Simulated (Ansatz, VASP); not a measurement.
## ZnO in VASP and in Ansatz

```xyz
4
Lattice="3.2494 0.0000 0.0000 -1.6247 2.8141 0.0000 0.0000 0.0000 5.2038" Properties=species:S:1:pos:R:3 pbc="T T T"
Zn    0.0000    1.8760    0.0000
Zn    1.6247    0.9380    2.6019
O     0.0000    1.8760    1.9884
O     1.6247    0.9380    4.5903
```

Alike in both runs: task single point; functional LDA; k mesh 8 × 8 × 5; occupations fermi-dirac, width 0.01 eV; no spin polarisation.

|  | VASP | Ansatz |
| --- | --- | --- |
| version | VASP 6.6.1 | Ansatz 0.2.0 |
| potentials or method | VASP PAW LDA potentials, release 64 (Zn, O), cutoff 520 eV | all-electron LAPW, scalar-relativistic |

VASP gave:

| Quantity | Value |
| --- | --- |
| gap on the k mesh at the Fermi level (eV) | 0.74 |
| pressure (GPa) | -6.0 |
| traceless stress, the component that is largest in VASP (GPa) | 0.40 |
| rms of the force components (eV/Å) | 0.024 |

Task: Estimate Ansatz's values.

Result: gap on the k mesh at the Fermi level (eV): 0.75; pressure (GPa): -7.0; traceless stress, the component that is largest in VASP (GPa): 0.42; rms of the force components (eV/Å): 0.023.

LDA's correlation is that of Perdew and Zunger in VASP and of Perdew and Wang (1992) in Ansatz. Atom by atom the forces differ by 0.000 eV/Å (rms over components). Ansatz ran all-electron here, and VASP with PAW potentials.
